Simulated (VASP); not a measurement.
Wanted: the native input for a VASP 6.6.1 run.

- Task: single point
- Functional: PBEsol
- Potentials or basis: VASP PAW PBE potentials, release 64 (Ta_pv, N)
- Cutoff: 520 eV
- k mesh: 18 × 18 × 10
- Occupations: gaussian, width 0.15 eV
- Spin: no spin polarisation
- Dipole correction: no
- Further INCAR settings: ALGO = Normal; EDIFF = 1e-06; NBANDS = 20

The structure of Ta2N lies in POSCAR:

```
Ta2N
1.0
    3.1266469763      0.0000000000      0.0000000000
   -1.5633234882      2.7077557101      0.0000000000
    0.0000000000      0.0000000000      5.0498475314
Ta N
2 1
Direct
    0.6666666667      0.3333333333      0.7463700642
    0.3333333333      0.6666666667      0.2536299358
    0.0000000000      0.0000000000      0.0000000000
```

The input as run:

INCAR

```
SYSTEM = Ta2N
  PREC = Accurate
  ENCUT = 520
  EDIFF = 1E-6
  ISMEAR = 0
  SIGMA = 0.15
  LREAL = .FALSE.
  LASPH = .TRUE.
  NELM = 100
  ALGO = Normal
  ISIF = 2
  LWAVE = .FALSE.
  LCHARG = .FALSE.
  GGA = PS
  NBANDS = 20
```

KPOINTS

```
regular mesh
0
G
  18 18 10
  0 0 0
```

Potentials or basis: VASP PAW PBE potentials, release 64 (Ta_pv, N).

Run with:

```bash
$ cat potpaw_PBE.64/Ta_pv/POTCAR potpaw_PBE.64/N/POTCAR > POTCAR
$ mpirun -np 1 vasp_std > vasp.out
```

It gave:

- Pressure: -19.3 GPa
- Largest force: 0.207 eV/Å
- Band gap on the k mesh: zero (an odd number of electrons rules out a gap without spin polarisation)

Caveat: the stress differs along the axes, from -23 to -17 GPa; the PAW data sets were made with another functional, which shifts forces and pressure a little; spin-orbit coupling is left out, which moves the levels of the heavy elements.

It took 100 s on 1 thread of Intel(R) Xeon(R) Platinum 8559C (Emerald Rapids), on a shared host, peak memory 0.36 GiB.
